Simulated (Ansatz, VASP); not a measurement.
This is a calculation of PtS2 for Ansatz 0.2.0.

input.yaml

```yaml
crystal:
  lattice:
    - [3.5194194177, 0.0, 0.0]
    - [-1.7597097089, 3.0479066223, 0.0]
    - [0.0, 0.0, 5.0049815314]
  atoms:
    - { symbol: Pt, position: [0.0, 0.0, 0.0] }
    - { symbol: S, position: [0.6666666667, 0.3333333333, 0.773] }
    - { symbol: S, position: [0.3333333333, 0.6666666667, 0.227] }
hamiltonian:
  xc: pbe
  pseudopotentials: { kind: paw }
kpoints:
  mp_grid: { grid: [7, 7, 5] }
scf:
  occupations: { method: fermi_dirac, width: 0.05 }
output:
  forces: true
  stress: true
  eigenvalues: true
```

Potentials or basis: Ansatz PAW.

Command:

```bash
$ ansatz run input.yaml --threads 1 --pin off --max-ram 3584MiB --backend cpu --events-out ev --progress --plain --runs-dir out
```

Problem. Translate it to VASP 6.6.1. Potentials there: VASP PAW PBE potentials, release 64 (Pt, S).

Solution. As run (the cutoff follows the program's own potentials):

Contents of INCAR:

```
SYSTEM = PtS2
  ALGO = Normal
  EDIFF = 1E-7
  ENCUT = 520
  GGA = PE
  ISIF = 2
  ISMEAR = -1
  LASPH = .True.
  LCHARG = .True.
  LELF = .True.
  LREAL = .False.
  LVHAR = .True.
  LWAVE = .False.
  NBANDS = 18
  NELM = 80
  PREC = Accurate
  SIGMA = 0.05
```

The input KPOINTS:

```
k-points
0
Gamma
  7 7 5
  0 0 0
```

Contents of POSCAR:

```
PtS2
1.0
    3.5194194177      0.0000000000      0.0000000000
   -1.7597097089      3.0479066223      0.0000000000
    0.0000000000      0.0000000000      5.0049815314
Pt S
1 2
Direct
    0.0000000000      0.0000000000      0.0000000000
    0.6666666667      0.3333333333      0.7730000000
    0.3333333333      0.6666666667      0.2270000000
```

Potentials or basis: VASP PAW PBE potentials, release 64 (Pt, S).

Run with:

```bash
$ cat potpaw_PBE.64/Pt/POTCAR potpaw_PBE.64/S/POTCAR > POTCAR
$ mpirun -np 1 vasp_std > vasp.out
```

Both were run:

|  | VASP | Ansatz | Ansatz less VASP |
| --- | --- | --- | --- |
| gap on the k mesh at the Fermi level (eV) | 0.91 | 0.90 | -0.013 |
| least direct gap on the mesh (eV) | 1.20 | 1.18 | -0.018 |
| pressure (GPa) | 14.8 | 15.3 | +0.55 |
| traceless stress, the component that is largest in VASP (GPa) | -2.07 | -2.26 | -0.196 |
| rms of the force components (eV/Å) | 0.724 | 0.746 | +0.0218 |

Atom by atom the forces differ by 0.022 eV/Å (rms over components). VASP's potentials hold 22 valence electrons a cell and Ansatz's 30, so a difference there can come from the potentials and not from the codes.

Neither program's run includes spin-orbit coupling. Noted on Ansatz's run: odd divisions of the mesh miss points on the zone boundary, where band edges often lie, so the gap on the mesh can be too wide.
